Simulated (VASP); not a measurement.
# GaN (P6_3/mmc) in VASP: a series of runs

The runs below take GaN through single point, with PBE.

Program: VASP 6.6.1. These are calculated values, not measurements. Logs are shortened: lines on timing, memory, paths and dates and some standing lists are left out, and cuts for length are marked.

### 1 The cell of the first run

The structure is hexagonal, space group P6_3/mmc (No. 194). Conventional cell: a = 3.013 Å, b = 3.013 Å, c = 10.019 Å, α = 90.00°, β = 90.00°, γ = 120.00°. Ga (site symmetry 3m) has 6 N at 2.13 to 2.16 Å and 1 Ga at 2.55 Å within 2.8 Å. Within 2.9 Å of N (site symmetry -6m2) lie 6 Ga at 2.16 Å. Within 2.8 Å of N (site symmetry -3m) lie 6 Ga at 2.13 Å.

### 2 Single point, PBE

File INCAR:

```
SYSTEM = GaN
PREC     = Accurate       ! precision mode
ENCUT    = 520            ! plane-wave cutoff, eV
EDIFF    = 1E-7           ! SCF threshold, eV
ISMEAR   = 0              ! smearing method
SIGMA    = 0.1            ! smearing width, eV
LREAL    = .False.        ! projectors in reciprocal space
LASPH    = .True.         ! aspherical terms in the spheres
NELM     = 60             ! most SCF steps
ALGO     = Normal         ! electronic algorithm
ISIF     = 2              ! what is computed and relaxed
LWAVE    = .False.        ! write WAVECAR
LCHARG   = .False.        ! write CHGCAR
GGA      = PE             ! functional
NBANDS   = 46             ! bands
```

File KPOINTS:

```
Automatic mesh
0
Gamma
  6 6 2
  0 0 0
```

File POSCAR:

```
GaN
1.0
    3.0132955797     -0.0000000027      0.0000000000
   -1.5066477875      2.6095905225      0.0000000000
    0.0000000000      0.0000000000     10.0192152906
Ga N
4 4
Direct
    0.3333333333      0.6666666667      0.8771226274
    0.6666666667      0.3333333333      0.1228773726
    0.6666666667      0.3333333333      0.3771226274
    0.3333333333      0.6666666667      0.6228773726
    0.6666666667      0.3333333333      0.7500000000
    0.0000000000      0.0000000000      0.0000000000
    0.3333333333      0.6666666667      0.2500000000
    0.0000000000      0.0000000000      0.5000000000
```

Potentials or basis: VASP PAW PBE potentials, release 64 (Ga_d, N).

On the command line:

```console
$ cat potpaw_PBE.64/Ga_d/POTCAR potpaw_PBE.64/N/POTCAR > POTCAR
$ mpirun -np 1 vasp_std > vasp.out
```

OUTCAR:

```text
SYSTEM = GaN
   PREC = Accurate
   ENCUT = 520
   EDIFF = 1E-7
   ISMEAR = 0
   LREAL = .False.
   LASPH = .True.
   NELM = 60
   ISIF = 2
   GGA = PE

 ion  position               nearest neighbor table
   1  0.333  0.667  0.877-   6 2.13   6 2.13   6 2.13   5 2.16   5 2.16   5 2.16   4 2.55
   2  0.667  0.333  0.123-   6 2.13   6 2.13   6 2.13   7 2.16   7 2.16   7 2.16   3 2.55
   3  0.667  0.333  0.377-   8 2.13   8 2.13   8 2.13   7 2.16   7 2.16   7 2.16   2 2.55
   4  0.333  0.667  0.623-   8 2.13   8 2.13   8 2.13   5 2.16   5 2.16   5 2.16   1 2.55
   5  0.667  0.333  0.750-   1 2.16   4 2.16   1 2.16   4 2.16   1 2.16   4 2.16
   6  0.000  0.000  0.000-   1 2.13   2 2.13   2 2.13   1 2.13   2 2.13   1 2.13
   7  0.333  0.667  0.250-   2 2.16   3 2.16   2 2.16   3 2.16   2 2.16   3 2.16
   8  0.000  0.000  0.500-   3 2.13   4 2.13   3 2.13   4 2.13   3 2.13   4 2.13

  LATTYP: Found a hexagonal cell.
 ALAT       =     3.0132955797
 C/A-ratio  =     3.3250024850

  Lattice vectors:

 A1 = (   3.0132955797,  -0.0000000027,   0.0000000000)
 A2 = (  -1.5066477875,   2.6095905225,   0.0000000000)
 A3 = (   0.0000000000,   0.0000000000,  10.0192152906)

Analysis of symmetry for initial positions (statically):
=====================================================================
 Subroutine PRICEL returns:
 Original cell was already a primitive cell.

 Routine SETGRP: Setting up the symmetry group for a
 hexagonal supercell.

 Subroutine GETGRP returns: Found 24 space group operations
 (whereof 12 operations were pure point group operations)
 out of a pool of 24 trial point group operations.

The static configuration has the point symmetry D_3d.
 The point group associated with its full space group is D_6h.

Analysis of symmetry for dynamics (positions and initial velocities):
=====================================================================
 Subroutine PRICEL returns:
 Original cell was already a primitive cell.

 Routine SETGRP: Setting up the symmetry group for a
 hexagonal supercell.

 Subroutine GETGRP returns: Found 24 space group operations
 (whereof 12 operations were pure point group operations)
 out of a pool of 24 trial point group operations.

The dynamic configuration has the point symmetry D_3d.
 The point group associated with its full space group is D_6h.

 Subroutine INISYM returns: Found 24 space group operations
 (whereof 12 operations are pure point group operations),
 and found     1 'primitive' translations

[... 100 lines left out ...]
   NFREE  =      0    steps in history (QN), initial steepest desc. (CG)
   ISIF   =      2    stress and relaxation
   ISYM   =      2    0-nonsym 1-usesym 2-fastsym
   POTIM  = 0.5000    time-step for ionic-motion
   TEBEG  =    0.0;   TEEND  =   0.0 temperature during run
   PSTRESS=    0.0 pullay stress
   NELECT =      72.0000    total number of electrons
   NUPDOWN=      -1.0000    fix difference up-down
   EMIN   =  10.00;   EMAX   =-10.00  energy-range for DOS
   EFERMI =   0.00;   METHOD = LEGACY
   ISMEAR =     0;   SIGMA  =   0.10  broadening in eV -4-tet -1-fermi 0-gaus
   EFERMI_NEDOS =   21; number of points for ismear=-14 and -15
   IALGO  =     38    algorithm
   IMIX   =      4    mixing-type and parameters
     AMIX     =   0.40;   BMIX     =  1.00
     AMIX_MAG =   1.60;   BMIX_MAG =  1.00
  volume/ion in A,a.u.               =       9.85        66.46
  Fermi-wavevector in a.u.,A,eV,Ry     =   1.588680  3.002170 34.339795  2.523904
  Thomas-Fermi vector in A             =   2.687646
   LORBIT       =      0    0 simple, 1 ext, 2 COOP (PROOUT), +10 PAW based schemes
   GGA     = PE    functional components
   LHFCALC =     F    Hartree Fock is set to
   AEXX    =    0.0000 exact exchange contribution
   IVDW    =     0    specifies the selected vdW correction
   LEPSILON=     F    determine dielectric tensor
   LRPA    =     F    only Hartree local field effects (RPA)
 non-spin polarized calculation
 Gauss-broadening in eV      SIGMA  =   0.10
  energy-cutoff  :      520.00
  volume of cell :       78.79
 maximum number of plane-waves:      2161
 NGX is ok and might be reduce to    24
   NGX = 11   NGY = 11   NGZ = 37

 number of electron      71.9999995 magnetization

 Free energy of the ion-electron system (eV)
  ---------------------------------------------------
  ext. energy  EPLUGINS =         0.00000000
  ---------------------------------------------------
  free energy    TOTEN  =       -44.34049804 eV

  energy without entropy =      -44.34049804  energy(sigma->0) =      -44.34049804

 E-fermi :   7.9763     XC(G=0): -12.8175

 val. band max:        7.4504335125   @ k =   0.1667  -0.0000   0.0000
 cond. band min:       8.5047192309   @ k =   0.5000   0.0000   0.0000
 fundamental gap:      1.0542857184
 Fermi energy:         7.9763353456

 k-point     1 :       0.0000    0.0000    0.0000
  band No.  band energies     occupation
      1      -9.5682      2.00000
      2      -8.6784      2.00000
      3      -8.2542      2.00000
      4      -6.9337      2.00000
      5      -6.9225      2.00000
      6      -6.8208      2.00000
[... 675 lines left out ...]
     45      17.4864      0.00000
     46      17.5235      0.00000

------------------------ aborting loop because EDIFF is reached ----------------------------------------

  FORCE on cell =-STRESS in cart. coord.  units (eV):
  Direction    XX          YY          ZZ          XY          YZ          ZX
  --------------------------------------------------------------------------------------
  -------------------------------------------------------------------------------------
  Total        0.3625320      0.3625320      0.3697569      0.0000000     -0.0000000      0.0000000
  in kB        7.3724035      7.3724035      7.5193289      0.0000000     -0.0000000      0.0000000
  external PRESSURE =       7.4213787 kB  Pullay stress =       0.0000000 kB

 VOLUME and BASIS-vectors are now :
 -----------------------------------------------------------------------------
  energy-cutoff  :      520.00
  volume of cell :       78.79
      direct lattice vectors                 reciprocal lattice vectors
     3.013295580 -0.000000003  0.000000000     0.331862565  0.191600941  0.000000000
    -1.506647787  2.609590523  0.000000000     0.000000000  0.383201882  0.000000000
     0.000000000  0.000000000 10.019215291     0.000000000  0.000000000  0.099808216

 POSITION                                       TOTAL-FORCE (eV/Angst)
 -----------------------------------------------------------------------------------
      0.00000      1.73973      8.78808         0.000000      0.000000     -0.005065
      1.50665      0.86986      1.23113        -0.000000     -0.000000      0.005065
      1.50665      0.86986      3.77847        -0.000000     -0.000000     -0.005065
      0.00000      1.73973      6.24074         0.000000      0.000000      0.005065
      1.50665      0.86986      7.51441         0.000000      0.000000      0.000000
      0.00000      0.00000      0.00000         0.000000      0.000000      0.000000
      0.00000      1.73973      2.50480        -0.000000      0.000000      0.000000
      0.00000      0.00000      5.00961         0.000000      0.000000      0.000000
 -----------------------------------------------------------------------------------
    total drift:                               -0.000000      0.000000     -0.000000

  FREE ENERGIE OF THE ION-ELECTRON SYSTEM (eV)
  ---------------------------------------------------
  free  energy   TOTEN  =       -44.3404980357 eV

  energy  without entropy=      -44.3404980357  energy(sigma->0) =      -44.34049804
```

stdout:

```text
POSCAR found type information on POSCAR GaN
 POSCAR found :  2 types and       8 ions
 scaLAPACK will be used
 LDA part: xc-table for (Slater+PW92), standard interpolation
 POSCAR, INCAR and KPOINTS ok, starting setup
 FFT: planning ... GRIDC
 FFT: planning ... GRID_SOFT
 FFT: planning ... GRID
 WAVECAR not read
 entering main loop
```

Run time: 57 s. Hardware: 1 thread of Intel Xeon Platinum 8488C (Sapphire Rapids), shared host; peak memory 0.2 GiB.

What came out:

| Property | Result |
| --- | --- |
| Free energy | -44.3405 eV |
| Pressure | 0.7 GPa |
| Largest force | 0.005 eV/Å |
| Band gap on the k mesh | 1.05 eV, indirect (least direct gap 1.28 eV) |

Forces on the atoms (eV/Å):
```
Ga   0.000  0.000 -0.005
Ga   0.000  0.000  0.005
Ga   0.000  0.000 -0.005
Ga   0.000  0.000  0.005
N    0.000  0.000  0.000
N    0.000  0.000  0.000
N    0.000  0.000  0.000
N    0.000  0.000  0.000
```

Levels at points of the mesh, in eV from the valence-band top:
```tsv
k point	band 34	band 35	band 36	band 37	band 38	band 39
(0.00, 0.00, 0.00)	-0.17	-0.08	-0.08	1.52	4.18	4.34
(0.50, 0.00, 0.00)	-1.51	-0.84	-0.23	1.05	2.52	4.85
(0.00, 0.00, 0.50)	-0.12	-0.12	-0.12	2.88	2.88	4.56
(0.50, 0.00, 0.50)	-2.00	-0.72	-0.72	2.22	2.22	4.54
```

A k mesh can miss the band edges. Expect the measured gap to be larger: semilocal functionals such as PBE lack the derivative discontinuity.

### 3 Single point, PBE

This run uses another cell than the first one, of 11.81 Å³/atom, 1.199 times its volume.

File INCAR:

```
  ALGO = Normal
  EDIFF = 1E-7
  ENCUT = 520
  GGA = PE
  ISIF = 2
  ISMEAR = 0
  LASPH = T
  LCHARG = T
  LELF = T
  LREAL = F
  LVHAR = T
  LWAVE = F
  NBANDS = 46
  NELM = 80
  PREC = Accurate
  SIGMA = 0.1
```

File KPOINTS:

```
k-points
0
Gamma
  6 6 2
```

File POSCAR:

```
GaN
1.0
    3.2108682500      0.0000000000      0.0000000000
   -1.6054341200      2.7806934700      0.0000000000
    0.0000000000      0.0000000000     10.5803864400
Ga N
4 4
Direct
    0.3333333300      0.6666666700      0.8750000000
    0.6666666700      0.3333333300      0.1250000000
    0.6666666700      0.3333333300      0.3750000000
    0.3333333300      0.6666666700      0.6250000000
    0.6666666700      0.3333333300      0.7500000000
    0.0000000000      0.0000000000      0.0000000000
    0.3333333300      0.6666666700      0.2500000000
    0.0000000000      0.0000000000      0.5000000000
```

Potentials or basis: VASP PAW PBE potentials, release 64 (Ga_d, N).

On the command line:

```console
$ cat potpaw_PBE.64/Ga_d/POTCAR potpaw_PBE.64/N/POTCAR > POTCAR
$ mpirun -np 1 vasp_std > vasp.out
```

It took 62 s on 1 thread of Intel Xeon Platinum 8488C (Sapphire Rapids), shared host; peak memory 0.21 GiB.

The run converged. Its results:

| Item | Value |
| --- | --- |
| Free energy | -42.9892 eV |
| Pressure | -23.1 GPa |
| Largest force | 0.512 eV/Å |
| Band gap on the k mesh | zero (band 36 reaches 5.36 eV, above the bottom of band 37 at 5.21 eV) |

Forces on the atoms (eV/Å):
```
Ga   0.000  0.000  0.512
Ga   0.000  0.000 -0.512
Ga   0.000  0.000  0.512
Ga   0.000  0.000 -0.512
N    0.000  0.000  0.000
N    0.000  0.000  0.000
N    0.000  0.000  0.000
N    0.000  0.000  0.000
```

Stress tensor (GPa, compression positive):
```
-23.58   0.00   0.00
  0.00 -23.58   0.00
  0.00   0.00 -22.10
```

Levels at points of the mesh, in eV from the Fermi level:
```csv
k point,band 33,band 34,band 35,band 36,band 37,band 38,band 39,band 40
"(0.00, 0.00, 0.00)",-0.34,-0.34,-0.29,-0.22,-0.22,2.58,3.05,3.54
"(0.50, 0.00, 0.00)",-1.47,-1.43,-0.71,-0.25,0.14,1.62,4.12,4.19
"(0.00, 0.00, 0.50)",-0.26,-0.26,-0.26,-0.26,1.44,1.44,3.46,3.46
"(0.50, 0.00, 0.50)",-1.82,-1.82,-0.65,-0.65,1.32,1.32,3.51,3.51
```

Caveat: the k points lie up to 0.38 Å⁻¹ apart.
